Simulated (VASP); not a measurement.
# CaO (Fm-3m) in VASP: settings compared

The runs below take CaO through single point, with PBE, PBEsol.

Everything below comes from runs of VASP 6.6.1. Logs are shortened: lines on timing, memory, paths and dates and some standing lists are left out, and cuts for length are marked.

## (1) The cell of the first run

It takes space group Fm-3m (No. 225, cubic). Conventional cell: a = 4.831 Å, b = 4.831 Å, c = 4.831 Å, α = 90.00°, β = 90.00°, γ = 90.00°. Within 3.2 Å of Ca (site symmetry m-3m) lie 6 O at 2.42 Å. O (site symmetry m-3m) has 6 Ca at 2.42 Å within 3.2 Å.

## (2) Single point, PBE

The input, INCAR:

```
SYSTEM = CaO
  PREC = Accurate
  ENCUT = 520
  EDIFF = 1E-7
  ISMEAR = 0
  SIGMA = 0.05
  LREAL = .False.
  LASPH = .True.
  NELM = 80
  ALGO = Normal
  ISIF = 2
  LWAVE = .False.
  LCHARG = .False.
  GGA = PE
  NBANDS = 15
```

The input, KPOINTS:

```
regular mesh
0
Gamma
  12 12 12
  0 0 0
```

The input, POSCAR:

```
CaO
1.0
    0.0000000000      2.4154225699      2.4154225699
    2.4154225699      0.0000000000      2.4154225699
    2.4154225699      2.4154225699      0.0000000000
Ca O
1 1
Direct
    0.5000000000      0.5000000000      0.5000000000
    0.0000000000      0.0000000000      0.0000000000
```

Potentials or basis: VASP PAW PBE potentials, release 64 (Ca_sv, O).

Command:

```bash
$ cat potpaw_PBE.64/Ca_sv/POTCAR potpaw_PBE.64/O/POTCAR > POTCAR
$ mpirun -np 1 vasp_std > vasp.out
```

OUTCAR:

```text
SYSTEM = CaO
   PREC = Accurate
   ENCUT = 520
   EDIFF = 1E-7
   ISMEAR = 0
   LREAL = .False.
   LASPH = .True.
   NELM = 80
   ISIF = 2
   GGA = PE

 ion  position               nearest neighbor table
   1  0.500  0.500  0.500-   2 2.42   2 2.42   2 2.42   2 2.42   2 2.42   2 2.42
   2  0.000  0.000  0.000-   1 2.42   1 2.42   1 2.42   1 2.42   1 2.42   1 2.42

  LATTYP: Found a face centered cubic cell.
 ALAT       =     4.8308451398

  Lattice vectors:

 A1 = (   0.0000000000,   2.4154225699,   2.4154225699)
 A2 = (   2.4154225699,   0.0000000000,   2.4154225699)
 A3 = (   2.4154225699,   2.4154225699,   0.0000000000)

Analysis of symmetry for initial positions (statically):
=====================================================================
 Subroutine PRICEL returns:
 Original cell was already a primitive cell.

 Routine SETGRP: Setting up the symmetry group for a
 face centered cubic supercell.

 Subroutine GETGRP returns: Found 48 space group operations
 (whereof 48 operations were pure point group operations)
 out of a pool of 48 trial point group operations.

The static configuration has the point symmetry O_h .

Analysis of symmetry for dynamics (positions and initial velocities):
=====================================================================
 Subroutine PRICEL returns:
 Original cell was already a primitive cell.

 Routine SETGRP: Setting up the symmetry group for a
 face centered cubic supercell.

 Subroutine GETGRP returns: Found 48 space group operations
 (whereof 48 operations were pure point group operations)
 out of a pool of 48 trial point group operations.

The dynamic configuration has the point symmetry O_h .

 Subroutine INISYM returns: Found 48 space group operations
 (whereof 48 operations are pure point group operations),
 and found     1 'primitive' translations

----------------------------------------------------------------------------------------

                                     Primitive cell

  volume of cell :      28.1844

  direct lattice vectors                    reciprocal lattice vectors
     0.000000000  2.415422570  2.415422570    -0.207003117  0.207003117  0.207003117
     2.415422570  0.000000000  2.415422570     0.207003117 -0.207003117  0.207003117
     2.415422570  2.415422570  0.000000000     0.207003117  0.207003117 -0.207003117

  length of vectors
     3.415923357  3.415923357  3.415923357     0.358539915  0.358539915  0.358539915

  position of ions in fractional coordinates (direct lattice)
[... 85 lines left out ...]
   ISIF   =      2    stress and relaxation
   ISYM   =      2    0-nonsym 1-usesym 2-fastsym
   POTIM  = 0.5000    time-step for ionic-motion
   TEBEG  =    0.0;   TEEND  =   0.0 temperature during run
   PSTRESS=    0.0 pullay stress
   NELECT =      16.0000    total number of electrons
   NUPDOWN=      -1.0000    fix difference up-down
   EMIN   =  10.00;   EMAX   =-10.00  energy-range for DOS
   EFERMI =   0.00;   METHOD = LEGACY
   ISMEAR =     0;   SIGMA  =   0.05  broadening in eV -4-tet -1-fermi 0-gaus
   EFERMI_NEDOS =   21; number of points for ismear=-14 and -15
   IALGO  =     38    algorithm
   IMIX   =      4    mixing-type and parameters
     AMIX     =   0.40;   BMIX     =  1.00
     AMIX_MAG =   1.60;   BMIX_MAG =  1.00
  volume/ion in A,a.u.               =      14.09        95.10
  Fermi-wavevector in a.u.,A,eV,Ry     =   1.355538  2.561595 25.000479  1.837483
  Thomas-Fermi vector in A             =   2.482617
   LORBIT       =      0    0 simple, 1 ext, 2 COOP (PROOUT), +10 PAW based schemes
   GGA     = PE    functional components
   LHFCALC =     F    Hartree Fock is set to
   AEXX    =    0.0000 exact exchange contribution
   IVDW    =     0    specifies the selected vdW correction
   LEPSILON=     F    determine dielectric tensor
   LRPA    =     F    only Hartree local field effects (RPA)
 non-spin polarized calculation
 Gauss-broadening in eV      SIGMA  =   0.05
  energy-cutoff  :      520.00
  volume of cell :       28.18
 maximum number of plane-waves:       769
 NGX is ok and might be reduce to    28
   NGX = 13   NGY = 13   NGZ = 13

 number of electron      15.9999999 magnetization

 Free energy of the ion-electron system (eV)
  ---------------------------------------------------
  ext. energy  EPLUGINS =         0.00000000
  ---------------------------------------------------
  free energy    TOTEN  =       -12.80531364 eV

  energy without entropy =      -12.80531364  energy(sigma->0) =      -12.80531364

 E-fermi :   2.5193     XC(G=0): -10.4016

 val. band max:        2.2638428909   @ k =   0.0000   0.0000   0.0000
 cond. band min:       5.9035102690   @ k =   0.5000   0.5000   0.0000
 fundamental gap:      3.6396673781
 Fermi energy:         2.5192727269

 k-point     1 :       0.0000    0.0000    0.0000
  band No.  band energies     occupation
      1     -35.4352      2.00000
      2     -16.2099      2.00000
      3     -16.2099      2.00000
      4     -16.2099      2.00000
      5     -13.2390      2.00000
      6       2.2638      2.00000
      7       2.2638      2.00000
      8       2.2638      2.00000
      9       6.8547      0.00000
     10       8.4519      0.00000
     11       8.4519      0.00000
     12       8.4519      0.00000
     13       9.9292      0.00000
     14       9.9292      0.00000
[... 401 lines left out ...]
      2     -17.1239      2.00000
      3     -16.3882      2.00000
      4     -16.2862      2.00000
      5     -12.2696      2.00000
      6       0.0179      2.00000
      7       1.1523      2.00000
      8       1.1674      2.00000
      9       9.0783      0.00000
     10       9.4054      0.00000
     11      10.5881      0.00000
     12      11.1836      0.00000
     13      12.4821      0.00000
     14      13.4135      0.00000
     15      16.0511      0.00000

 [... further k-points ...]
[... 5 lines left out ...]
  --------------------------------------------------------------------------------------
  -------------------------------------------------------------------------------------
  Total        0.0971932      0.0971932      0.0971932      0.0000000      0.0000000      0.0000000
  in kB        5.5250588      5.5250588      5.5250588      0.0000000      0.0000000      0.0000000
  external PRESSURE =       5.5250588 kB  Pullay stress =       0.0000000 kB

 VOLUME and BASIS-vectors are now :
 -----------------------------------------------------------------------------
  energy-cutoff  :      520.00
  volume of cell :       28.18
      direct lattice vectors                 reciprocal lattice vectors
     0.000000000  2.415422570  2.415422570    -0.207003117  0.207003117  0.207003117
     2.415422570  0.000000000  2.415422570     0.207003117 -0.207003117  0.207003117
     2.415422570  2.415422570  0.000000000     0.207003117  0.207003117 -0.207003117

 POSITION                                       TOTAL-FORCE (eV/Angst)
 -----------------------------------------------------------------------------------
      2.41542      2.41542      2.41542         0.000000     -0.000000     -0.000000
      0.00000      0.00000      0.00000        -0.000000      0.000000      0.000000
 -----------------------------------------------------------------------------------
    total drift:                                0.000000      0.000000      0.000000

  FREE ENERGIE OF THE ION-ELECTRON SYSTEM (eV)
  ---------------------------------------------------
  free  energy   TOTEN  =       -12.8053136383 eV

  energy  without entropy=      -12.8053136383  energy(sigma->0) =      -12.80531364
```

OSZICAR:

```text
N       E                     dE             d eps       ncg     rms          rms(c)
DAV:   1     0.111131469411E+03    0.11113E+03   -0.80218E+03  2168   0.107E+03
DAV:   2    -0.860541326810E+01   -0.11974E+03   -0.11085E+03  2666   0.281E+02
DAV:   3    -0.143865739673E+02   -0.57812E+01   -0.57416E+01  3307   0.577E+01
DAV:   4    -0.145150257303E+02   -0.12845E+00   -0.12841E+00  2712   0.647E+00
DAV:   5    -0.145159641313E+02   -0.93840E-03   -0.93839E-03  2721   0.531E-01    0.856E+00
DAV:   6    -0.128860425434E+02    0.16299E+01   -0.51687E+00  2392   0.220E+01    0.364E+00
DAV:   7    -0.128086703416E+02    0.77372E-01   -0.41023E-01  2399   0.659E+00    0.181E+00
DAV:   8    -0.128060920605E+02    0.25783E-02   -0.76119E-02  2776   0.298E+00    0.418E-01
DAV:   9    -0.128046671130E+02    0.14249E-02   -0.44446E-03  2244   0.554E-01    0.111E-01
DAV:  10    -0.128053372104E+02   -0.67010E-03   -0.74205E-04  2630   0.243E-01    0.442E-02
DAV:  11    -0.128053135517E+02    0.23659E-04   -0.46323E-05  2610   0.819E-02    0.631E-03
DAV:  12    -0.128053135424E+02    0.92630E-08   -0.75560E-06  2510   0.236E-02    0.367E-03
DAV:  13    -0.128053136383E+02   -0.95916E-07   -0.24424E-07  2687   0.535E-03
   1 F= -.12805314E+02 E0= -.12805314E+02  d E =-.226898E-15
```

Run time: 21 s. Hardware: 1 thread of Intel Xeon Platinum 8488C (Sapphire Rapids), shared host; peak memory 0.17 GiB.

What came out:

```yaml
Free_energy: -12.8053 eV
Pressure: 0.6 GPa
Band_gap_on_the_k_mesh: 3.64 eV, indirect (least direct gap 4.02 eV)
```

## (3) Single point, PBE

The input, INCAR:

```
ALGO = Normal ; EDIFF = 1E-6
ENCUT = 520 ; GGA = PE
ISIF = 2 ; ISMEAR = 0
LASPH = True ; LCHARG = False
LREAL = False ; LWAVE = False
NBANDS = 15 ; NELM = 60
PREC = Accurate ; SIGMA = 0.05
```

The input, KPOINTS:

```
k-points
0
Gamma
  12 12 12
```

POSCAR is that of step 2.

Potentials or basis: VASP PAW PBE potentials, release 64 (Ca_sv, O).

Command:

```bash
$ cat potpaw_PBE.64/Ca_sv/POTCAR potpaw_PBE.64/O/POTCAR > POTCAR
$ mpirun -np 1 vasp_std > vasp.out
```

OUTCAR:

```text
EDIFF = 1E-6
   ENCUT = 520
   GGA = PE
   ISIF = 2
   ISMEAR = 0
   LASPH = True
   LREAL = False
   NELM = 60
   PREC = Accurate

 ion  position               nearest neighbor table
   1  0.500  0.500  0.500-   2 2.42   2 2.42   2 2.42   2 2.42   2 2.42   2 2.42
   2  0.000  0.000  0.000-   1 2.42   1 2.42   1 2.42   1 2.42   1 2.42   1 2.42

  LATTYP: Found a face centered cubic cell.
 ALAT       =     4.8308451398

  Lattice vectors:

 A1 = (   0.0000000000,   2.4154225699,   2.4154225699)
 A2 = (   2.4154225699,   0.0000000000,   2.4154225699)
 A3 = (   2.4154225699,   2.4154225699,   0.0000000000)

Analysis of symmetry for initial positions (statically):
=====================================================================
 Subroutine PRICEL returns:
 Original cell was already a primitive cell.

 Routine SETGRP: Setting up the symmetry group for a
 face centered cubic supercell.

 Subroutine GETGRP returns: Found 48 space group operations
 (whereof 48 operations were pure point group operations)
 out of a pool of 48 trial point group operations.

The static configuration has the point symmetry O_h .

[... 167 lines left out ...]

 k-point     1 :       0.0000    0.0000    0.0000
  band No.  band energies     occupation
      1     -35.4355      2.00000
      2     -16.2101      2.00000
      3     -16.2101      2.00000
      4     -16.2101      2.00000
      5     -13.2383      2.00000
      6       2.2646      2.00000
      7       2.2646      2.00000
      8       2.2646      2.00000
      9       6.8550      0.00000
     10       8.4519      0.00000
     11       8.4519      0.00000
     12       8.4519      0.00000
     13       9.9292      0.00000
     14       9.9292      0.00000
[... 401 lines left out ...]
      2     -17.1239      2.00000
      3     -16.3884      2.00000
      4     -16.2864      2.00000
      5     -12.2689      2.00000
      6       0.0184      2.00000
      7       1.1529      2.00000
      8       1.1680      2.00000
      9       9.0785      0.00000
     10       9.4055      0.00000
     11      10.5880      0.00000
     12      11.1836      0.00000
     13      12.4821      0.00000
     14      13.4136      0.00000
     15      16.0512      0.00000

 [... further k-points ...]
[... 5 lines left out ...]
  --------------------------------------------------------------------------------------
  -------------------------------------------------------------------------------------
  Total        0.0930601      0.0930601      0.0930601      0.0000000      0.0000000     -0.0000000
  in kB        5.2901100      5.2901100      5.2901100      0.0000000      0.0000000     -0.0000000
  external PRESSURE =       5.2901100 kB  Pullay stress =       0.0000000 kB

 VOLUME and BASIS-vectors are now :
 -----------------------------------------------------------------------------
  energy-cutoff  :      520.00
  volume of cell :       28.18
      direct lattice vectors                 reciprocal lattice vectors
     0.000000000  2.415422570  2.415422570    -0.207003117  0.207003117  0.207003117
     2.415422570  0.000000000  2.415422570     0.207003117 -0.207003117  0.207003117
     2.415422570  2.415422570  0.000000000     0.207003117  0.207003117 -0.207003117

 POSITION                                       TOTAL-FORCE (eV/Angst)
 -----------------------------------------------------------------------------------
      2.41542      2.41542      2.41542        -0.000000     -0.000000      0.000000
      0.00000      0.00000      0.00000         0.000000      0.000000     -0.000000
 -----------------------------------------------------------------------------------
    total drift:                                0.000000      0.000000      0.000000

  FREE ENERGIE OF THE ION-ELECTRON SYSTEM (eV)
  ---------------------------------------------------
  free  energy   TOTEN  =       -12.8053135424 eV

  energy  without entropy=      -12.8053135424  energy(sigma->0) =      -12.80531354
```

OSZICAR:

```text
N       E                     dE             d eps       ncg     rms          rms(c)
DAV:   1     0.111131469411E+03    0.11113E+03   -0.80218E+03  2168   0.107E+03
DAV:   2    -0.860541326810E+01   -0.11974E+03   -0.11085E+03  2666   0.281E+02
DAV:   3    -0.143865739673E+02   -0.57812E+01   -0.57416E+01  3307   0.577E+01
DAV:   4    -0.145150257303E+02   -0.12845E+00   -0.12841E+00  2712   0.647E+00
DAV:   5    -0.145159641313E+02   -0.93840E-03   -0.93839E-03  2721   0.531E-01    0.856E+00
DAV:   6    -0.128860425434E+02    0.16299E+01   -0.51687E+00  2392   0.220E+01    0.364E+00
DAV:   7    -0.128086703416E+02    0.77372E-01   -0.41023E-01  2399   0.659E+00    0.181E+00
DAV:   8    -0.128060920605E+02    0.25783E-02   -0.76119E-02  2776   0.298E+00    0.418E-01
DAV:   9    -0.128046671130E+02    0.14249E-02   -0.44446E-03  2244   0.554E-01    0.111E-01
DAV:  10    -0.128053372104E+02   -0.67010E-03   -0.74205E-04  2630   0.243E-01    0.442E-02
DAV:  11    -0.128053135517E+02    0.23659E-04   -0.46323E-05  2610   0.819E-02    0.631E-03
DAV:  12    -0.128053135424E+02    0.92630E-08   -0.75560E-06  2510   0.236E-02
   1 F= -.12805314E+02 E0= -.12805314E+02  d E =-.261944E-15
```

Run time: 19 s. Hardware: 1 thread of Intel Xeon Platinum 8488C (Sapphire Rapids), shared host; peak memory 0.17 GiB.

What came out:

```yaml
Free_energy: -12.8053 eV
Pressure: 0.5 GPa
Band_gap_on_the_k_mesh: 3.64 eV, indirect (least direct gap 4.02 eV)
```

Levels at points of the mesh, in eV from the valence-band top:
| k point | band 6 | band 7 | band 8 | band 9 | band 10 | band 11 |
| --- | --- | --- | --- | --- | --- | --- |
| (0.00, 0.00, 0.00) | 0.00 | 0.00 | 0.00 | 4.59 | 6.19 | 6.19 |
| (0.50, 0.00, 0.00) | -2.60 | -1.17 | -1.17 | 6.98 | 8.27 | 8.27 |
| (0.50, 0.50, 0.00) | -1.31 | -0.38 | -0.38 | 3.64 | 7.93 | 8.81 |

## (4) Single point, PBEsol

The input, INCAR:

```
  PREC = Accurate
  ENCUT = 520
  EDIFF = 1E-6
  ISMEAR = 0
  SIGMA = 0.05
  LREAL = F
  LASPH = T
  NELM = 100
  ALGO = Normal
  ISIF = 2
  LWAVE = F
  LCHARG = F
  GGA = PS
  NBANDS = 15
```

The input, KPOINTS:

```
regular mesh
0
Gamma
  12 12 12
```

POSCAR is that of step 3.

Potentials or basis: VASP PAW PBE potentials, release 64 (Ca_sv, O).

Command:

```bash
$ cat potpaw_PBE.64/Ca_sv/POTCAR potpaw_PBE.64/O/POTCAR > POTCAR
$ mpirun -np 1 vasp_std > vasp.out
```

OUTCAR:

```text
PREC = Accurate
   ENCUT = 520
   EDIFF = 1E-6
   ISMEAR = 0
   LREAL = F
   LASPH = T
   NELM = 100
   ISIF = 2
   GGA = PS

 ion  position               nearest neighbor table
   1  0.500  0.500  0.500-   2 2.42   2 2.42   2 2.42   2 2.42   2 2.42   2 2.42
   2  0.000  0.000  0.000-   1 2.42   1 2.42   1 2.42   1 2.42   1 2.42   1 2.42

  LATTYP: Found a face centered cubic cell.
 ALAT       =     4.8308451398

  Lattice vectors:

 A1 = (   0.0000000000,   2.4154225699,   2.4154225699)
 A2 = (   2.4154225699,   0.0000000000,   2.4154225699)
[... 610 lines left out ...]
     11      10.4567      0.00000
     12      11.0237      0.00000
     13      12.3797      0.00000
     14      13.2308      0.00000
     15      15.8241      0.00000

 [... further k-points ...]
[... 5 lines left out ...]
  --------------------------------------------------------------------------------------
  -------------------------------------------------------------------------------------
  Total       -0.6477221     -0.6477221     -0.6477221      0.0000000      0.0000000     -0.0000000
  in kB      -36.8205233    -36.8205233    -36.8205233      0.0000000      0.0000000     -0.0000000
  external PRESSURE =     -36.8205233 kB  Pullay stress =       0.0000000 kB

 VOLUME and BASIS-vectors are now :
 -----------------------------------------------------------------------------
  energy-cutoff  :      520.00
  volume of cell :       28.18
      direct lattice vectors                 reciprocal lattice vectors
     0.000000000  2.415422570  2.415422570    -0.207003117  0.207003117  0.207003117
     2.415422570  0.000000000  2.415422570     0.207003117 -0.207003117  0.207003117
     2.415422570  2.415422570  0.000000000     0.207003117  0.207003117 -0.207003117

 POSITION                                       TOTAL-FORCE (eV/Angst)
 -----------------------------------------------------------------------------------
      2.41542      2.41542      2.41542         0.000000      0.000000      0.000000
      0.00000      0.00000      0.00000        -0.000000     -0.000000     -0.000000
 -----------------------------------------------------------------------------------
    total drift:                                0.000000      0.000000      0.000000

  FREE ENERGIE OF THE ION-ELECTRON SYSTEM (eV)
  ---------------------------------------------------
  free  energy   TOTEN  =       -13.4011650239 eV

  energy  without entropy=      -13.4011650239  energy(sigma->0) =      -13.40116502
```

OSZICAR:

```text
N       E                     dE             d eps       ncg     rms          rms(c)
DAV:   1     0.109881812867E+03    0.10988E+03   -0.79994E+03  2168   0.107E+03
DAV:   2    -0.910726215102E+01   -0.11899E+03   -0.11009E+03  2659   0.280E+02
DAV:   3    -0.147955185140E+02   -0.56883E+01   -0.56502E+01  3322   0.573E+01
DAV:   4    -0.149162424396E+02   -0.12072E+00   -0.12067E+00  2697   0.636E+00
DAV:   5    -0.149172372815E+02   -0.99484E-03   -0.99440E-03  2749   0.530E-01    0.806E+00
DAV:   6    -0.135045920651E+02    0.14126E+01   -0.43815E+00  2413   0.207E+01    0.361E+00
DAV:   7    -0.134176345434E+02    0.86958E-01   -0.37213E-01  2392   0.629E+00    0.178E+00
DAV:   8    -0.134019090287E+02    0.15726E-01   -0.72699E-02  2762   0.292E+00    0.388E-01
DAV:   9    -0.134008045279E+02    0.11045E-02   -0.47559E-03  2251   0.566E-01    0.105E-01
DAV:  10    -0.134012014644E+02   -0.39694E-03   -0.54644E-04  2666   0.270E-01    0.573E-02
DAV:  11    -0.134011662484E+02    0.35216E-04   -0.45927E-05  2980   0.956E-02    0.807E-03
DAV:  12    -0.134011650661E+02    0.11823E-05   -0.86352E-06  2570   0.333E-02    0.464E-03
DAV:  13    -0.134011650239E+02    0.42197E-07   -0.51459E-07  1627   0.873E-03
   1 F= -.13401165E+02 E0= -.13401165E+02  d E =-.835675E-16
```

It took 19 s on 1 thread of Intel Xeon Platinum 8488C (Sapphire Rapids), shared host; peak memory 0.17 GiB.

Results:

| Property | Result |
| --- | --- |
| Free energy | -13.4012 eV |
| Pressure | -3.7 GPa |
| Band gap on the k mesh | 3.54 eV, indirect (least direct gap 3.92 eV) |

Caveat: the PAW data sets were made with another functional, which shifts forces and pressure a little. A k mesh can miss the band edges.

(Continued in part 2 of 2.)
